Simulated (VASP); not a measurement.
Here is a VASP 6.6.1 calculation.

The input INCAR:

```
SYSTEM = Cu
PREC = Accurate
ENCUT = 520
EDIFF = 1E-6
ISMEAR = -1
SIGMA = 0.1
LREAL = .False.
LASPH = .True.
NELM = 60
ALGO = Normal
ISIF = 2
LWAVE = .False.
LCHARG = .False.
GGA = PS
NBANDS = 30
```

Contents of KPOINTS:

```
regular mesh
0
Gamma
  12 12 3
  0 0 0
```

Contents of POSCAR:

```
Cu
1.0
    2.5307600000      0.0000000000      0.0000000000
   -1.2653800000      2.1917100000      0.0000000000
    0.0000000000      0.0000000000      8.2618200000
Cu
4
Direct
    0.0000000000      0.0000000000      0.0000000000
    0.3333333333      0.6666666667      0.2500000000
    0.0000000000      0.0000000000      0.5000000000
    0.6666666667      0.3333333333      0.7500000000
```

Potentials or basis: VASP PAW PBE potentials, release 64 (Cu).

The run is started by

```console
$ cat potpaw_PBE.64/Cu/POTCAR > POTCAR
$ mpirun -np 1 vasp_std > vasp.out
```

Problem. What does it give for the pressure?

Solution. -0.9 GPa.

Problem. Estimate the band gap on the k mesh.

Solution. Zero (band 22 reaches 11.12 eV, above the bottom of band 23 at 6.02 eV).

Caveat: the PAW data sets were made with another functional, which shifts forces and pressure a little.
